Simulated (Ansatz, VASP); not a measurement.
# CaH8: VASP beside Ansatz

INCAR

```
PREC = Accurate
ENCUT = 520
EDIFF = 1E-6
ISMEAR = 0
SIGMA = 0.1
LREAL = F
LASPH = T
NELM = 80
ALGO = Normal
ISIF = 2
LWAVE = F
LCHARG = F
GGA = PE
NBANDS = 19
```

KPOINTS

```
Automatic mesh
0
Gamma
  6 6 4
```

The input POSCAR:

```
CaH8
1.0
    2.4380749100     -2.6002112700      0.0000000000
    2.4380749100      2.6002112700      0.0000000000
    0.0000000000      0.0000000000      5.9462657400
Ca H
1 8
Direct
    0.5000000000      0.5000000000      0.7916178000
    0.3457023900      0.3457023900      0.4556929400
    0.6542976100      0.6542976100      0.4556929400
    0.9095145100      0.0904854900      0.9132308100
    0.0904854900      0.9095145100      0.9132308100
    0.0000000000      0.5000000000      0.6930722600
    0.5000000000      0.0000000000      0.6930722600
    0.1510874000      0.1510874000      0.9139272600
    0.8489126000      0.8489126000      0.9139272600
```

Input for Ansatz:

```yaml
crystal:
  lattice:
    - [2.43807491, -2.60021127, 0.0]
    - [2.43807491, 2.60021127, 0.0]
    - [0.0, 0.0, 5.94626574]
  atoms:
    - { symbol: Ca, position: [0.5, 0.5, 0.7916178] }
    - { symbol: H, position: [0.34570239, 0.34570239, 0.45569294] }
    - { symbol: H, position: [0.65429761, 0.65429761, 0.45569294] }
    - { symbol: H, position: [0.90951451, 0.09048549, 0.91323081] }
    - { symbol: H, position: [0.09048549, 0.90951451, 0.91323081] }
    - { symbol: H, position: [0.0, 0.5, 0.69307226] }
    - { symbol: H, position: [0.5, 0.0, 0.69307226] }
    - { symbol: H, position: [0.1510874, 0.1510874, 0.91392726] }
    - { symbol: H, position: [0.8489126, 0.8489126, 0.91392726] }
basis:
  ecutwfc: 420
kpoints:
  mp_grid: { grid: [6, 6, 4] }
hamiltonian:
  xc: pbe
scf:
  occupations: { method: gaussian, width: 0.1 }
  lower_state_search: "off"
output:
  forces: true
  stress: true
  eigenvalues: true
```

Alike in both runs: task single point; functional PBE; k mesh 6 × 6 × 4; occupations gaussian, width 0.1 eV; no spin polarisation.

|  | VASP | Ansatz |
| --- | --- | --- |
| version | VASP 6.6.1 | Ansatz 0.2.0 |
| potentials or method | VASP PAW PBE potentials, release 64 (Ca_sv, H), cutoff 520 eV | scalar-relativistic, plane waves, PAW |
| valence electrons in the cell | 18 | 18 |

VASP gave:

```
gap on the k mesh at the Fermi level (eV)                     : 0.68
least direct gap on the mesh (eV)                             : 1.45
pressure (GPa)                                                : 22.1
traceless stress, the component that is largest in VASP (GPa) : -20.58
rms of the force components (eV/Å)                            : 1.814
```

Question: Estimate Ansatz's values.

Answer: gap on the k mesh at the Fermi level (eV): 0.69; least direct gap on the mesh (eV): 1.45; pressure (GPa): 22.1; traceless stress, the component that is largest in VASP (GPa): -20.45; rms of the force components (eV/Å): 1.814.

Atom by atom the forces differ by 0.006 eV/Å (rms over components).
